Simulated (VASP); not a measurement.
ZnO, 4 atoms in the cell. Symmetry: P6_3mc, No. 186, hexagonal system. The conventional cell has a = 3.249 Å, b = 3.249 Å, c = 5.206 Å, α = 90.00°, β = 90.00°, γ = 120.00°. Within 2.6 Å of Zn (site symmetry 3m) lie 4 O at 1.97 to 1.98 Å. O (site symmetry 3m) has 4 Zn at 1.97 to 1.98 Å within 2.6 Å. 

```yaml
Program: VASP 6.6.1
Task: single point
Functional: PBE
Dispersion: D3(BJ)
Potentials_or_basis: VASP PAW PBE potentials, release 64 (Zn, O)
Cutoff: 520 eV
k_mesh: 9 × 9 × 5
Occupations: fermi-dirac, width 0.05 eV
Spin: no spin polarisation
Dipole_correction: no
Further_INCAR_settings: ALGO = Normal; EDIFF = 1e-06; NBANDS = 26
```

Potentials or basis: VASP PAW PBE potentials, release 64 (Zn, O).

Launch:

```sh
$ cat potpaw_PBE.64/Zn/POTCAR potpaw_PBE.64/O/POTCAR > POTCAR
$ mpirun -np 1 vasp_std > vasp.out
```

Hardware: 1 thread of Intel(R) Xeon(R) Platinum 8488C (Sapphire Rapids) (shared host).

Task: Estimate the wall time of this run.

Result: Run time: 26 s on 1 thread of Intel(R) Xeon(R) Platinum 8488C (Sapphire Rapids) (shared host), peak memory 0.18 GiB. Counts: scf iterations 15, k points 36.
